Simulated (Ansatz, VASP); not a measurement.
## Two plane-wave programs on Hg

File INCAR:

```
SYSTEM = Hg
ALGO = Normal
EDIFF = 1E-6
EDIFFG = -0.05
ENCUT = 600
GGA = PS
IBRION = 2
ISIF = 3
ISMEAR = 0
LASPH = .TRUE.
LCHARG = .FALSE.
LREAL = .FALSE.
LWAVE = .FALSE.
NELM = 80
NSW = 80
PREC = Accurate
SIGMA = 0.1
```

File KPOINTS:

```
k-points
0
G
  8 8 8
  0 0 0
```

Contents of POSCAR:

```
Hg
1.0
    0.0000000000      2.0011941402      2.0011941402
    2.0011941402      0.0000000000      2.0011941402
    2.0011941402      2.0011941402      0.0000000000
Hg
1
Direct
    0.0000000000      0.0000000000      0.0000000000
```

Input for Ansatz:

```yaml
crystal:
  lattice:
    - [0.0, 2.0011941402, 2.0011941402]
    - [2.0011941402, 0.0, 2.0011941402]
    - [2.0011941402, 2.0011941402, 0.0]
  atoms:
    - { symbol: Hg, position: [0.0, 0.0, 0.0] }
basis:
  ecutwfc: 420
kpoints:
  mp_grid: { grid: [8, 8, 8] }
hamiltonian:
  xc: pbesol
scf:
  occupations: { method: gaussian, width: 0.1 }
output:
  forces: true
  stress: true
  eigenvalues: true
relax:
  adjacent_minimum: "off"
  f_tol: 0.05
  max_steps: 60
  cell: { stress_tol: 0.5 }
```

Alike in both runs: task relaxation of cell and atoms; functional PBEsol; k mesh 8 × 8 × 8; occupations gaussian, width 0.1 eV; no spin polarisation.

|  | VASP | Ansatz |
| --- | --- | --- |
| version | VASP 6.6.1 | Ansatz 0.2.0 |
| potentials or method | VASP PAW PBE potentials, release 64 (Hg), cutoff 600 eV | scalar-relativistic, plane waves, PAW |
| valence electrons in the cell | 12 | 20 |

```tsv
	VASP	Ansatz	Ansatz less VASP
gap on the k mesh at the Fermi level, each at its own relaxed structure (eV)	none	none	-
relaxed volume (Å³/atom)	23.54	23.36	-0.176
relaxed cell length with the largest relative difference (Å)	3.217	3.209	-0.0080
```

VASP's potentials were made for PBE, not for PBEsol. A gap of «none» marks a metal or a gap that the smearing closes. VASP's potentials hold 12 valence electrons a cell and Ansatz's 20, so a difference there can come from the potentials and not from the codes.

Spin-orbit coupling is off throughout. Noted on VASP's run: the volume moved by over 15 % at a fixed basis, so the end points are rough.
